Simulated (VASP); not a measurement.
A run of VASP 6.6.1 is set up as follows.

File POSCAR:

```
Hf
1.0
    2.9138100000      0.0000000000      0.0000000000
    0.0000000000      2.9138100000      0.0000000000
    0.0000000000      0.0000000000      2.9138100000
Hf
1
Direct
    0.5000000000      0.5000000000      0.5000000000
```

The input INCAR.step1:

```
SYSTEM = Hf
  PREC = Accurate
  ENCUT = 600
  EDIFF = 1E-5
  ISMEAR = -1
  SIGMA = 0.05
  LREAL = .False.
  LASPH = .True.
  NELM = 100
  ALGO = Normal
  LWAVE = .True.
  LCHARG = .False.
  GGA = PE
  NBANDS = 11
```

File INCAR.step2:

```
SYSTEM = Hf
  PREC = Accurate
  ENCUT = 600
  EDIFF = 1E-6
  ISMEAR = -1
  SIGMA = 0.05
  LREAL = .False.
  LASPH = .True.
  NELM = 100
  ALGO = Normal
  ISIF = 3
  LWAVE = .False.
  LCHARG = .False.
  GGA = B3
  LHFCALC = .True.
  AEXX = 0.2
  AGGAX = 0.72
  AGGAC = 0.81
  ALDAC = 0.19
  PRECFOCK = Normal
  IBRION = 2
  NSW = 60
  EDIFFG = -0.01
  ISTART = 1
```

KPOINTS

```
Automatic mesh
0
Gamma
  5 5 5
  0 0 0
```

Potentials or basis: VASP PAW PBE potentials, release 64 (Hf_pv).

Run with:

```console
$ cat potpaw_PBE.64/Hf_pv/POTCAR > POTCAR
$ cp INCAR.step1 INCAR
$ mpirun -np 1 vasp_std > vasp.out
$ cp INCAR.step2 INCAR
$ mpirun -np 1 vasp_std > vasp.out
```

(1) Estimate the relaxed volume.

(2) What does it give for the band gap on the k mesh?

(3) Estimate the relaxed cell.

(4) Estimate the space group after relaxing (to 0.1 Å).

Answers

(1) 25.40 Å³/atom.

(2) zero (bands 5 and 6 overlap by 2.61 eV).

(3) a = 2.939 Å, b = 2.939 Å, c = 2.939 Å, α = 90.00°, β = 90.00°, γ = 90.00°.

(4) Pm-3m (No. 221).

Caveat: the k points lie up to 0.43 Å⁻¹ apart in the final cell, too coarse for converged energies and pressures of a metal; the PAW data sets were made with another functional, which shifts forces and pressure a little; spin-orbit coupling is left out, which moves the levels of the heavy elements.
